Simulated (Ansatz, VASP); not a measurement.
## B2W in VASP and in Ansatz

INCAR

```
ALGO = Normal ; EDIFF = 1E-7
ENCUT = 520 ; ISIF = 2
ISMEAR = -1 ; LASPH = True
LCHARG = True ; LELF = True
LREAL = False ; LVHAR = True
LWAVE = False ; NBANDS = 17
NELM = 80 ; PREC = Accurate
SIGMA = 0.05
```

The input KPOINTS:

```
k-points
0
Gamma
  14 14 12
```

File POSCAR:

```
B2W
1.0
    3.0792321721      0.0000000000      0.0000000000
   -1.5396160861      2.6666932852      0.0000000000
    0.0000000000      0.0000000000      3.1098191084
B W
2 1
Direct
    0.3333333333      0.6666666667      0.5000000000
    0.6666666667      0.3333333333      0.5000000000
    0.0000000000      0.0000000000      0.0000000000
```

Input for Ansatz:

```yaml
crystal:
  lattice:
    - [3.0792321721, 0.0, 0.0]
    - [-1.5396160861, 2.6666932852, 0.0]
    - [0.0, 0.0, 3.1098191084]
  atoms:
    - { symbol: B, position: [0.3333333333, 0.6666666667, 0.5] }
    - { symbol: B, position: [0.6666666667, 0.3333333333, 0.5] }
    - { symbol: W, position: [0.0, 0.0, 0.0] }
kpoints:
  mp_grid: { grid: [14, 14, 12] }
  band_path:
    path:
      - [0.0, 0.0, 0.0]
      - [0.5, 0.0, 0.0]
      - [0.3333333333, 0.3333333333, 0.0]
      - [0.0, 0.0, 0.0]
      - [0.0, 0.0, 0.5]
      - [0.5, 0.0, 0.5]
      - [0.3333333333, 0.3333333333, 0.5]
      - [0.0, 0.0, 0.5]
      - [0.5, 0.0, 0.5]
    npoints: 5
scf:
  occupations: { method: fermi_dirac, width: 0.05 }
hamiltonian:
  xc: lda
  pseudopotentials: { kind: all_electron, lapw: { basis_error: 0.0005 } }
output:
  forces: true
  stress: true
  eigenvalues: true
```

Change from the starting cell: volume scaled by 1.06.

Alike in both runs: task single point; functional LDA; k mesh 14 × 14 × 12; occupations fermi-dirac, width 0.05 eV; no spin polarisation.

```csv
,VASP,Ansatz
version,VASP 6.6.1,Ansatz 0.2.0
potentials or method,"VASP PAW LDA potentials, release 64 (B, W_sv), cutoff 520 eV","all-electron LAPW, scalar-relativistic"
```

```csv
,VASP,Ansatz,Ansatz less VASP
pressure (GPa),0.6,-1.2,-1.74
"traceless stress, the component that is largest in VASP (GPa)",10.68,10.49,-0.182
```

LDA's correlation is that of Perdew and Zunger in VASP and of Perdew and Wang (1992) in Ansatz. Ansatz ran all-electron here, and VASP with PAW potentials.

Spin-orbit coupling is off throughout.
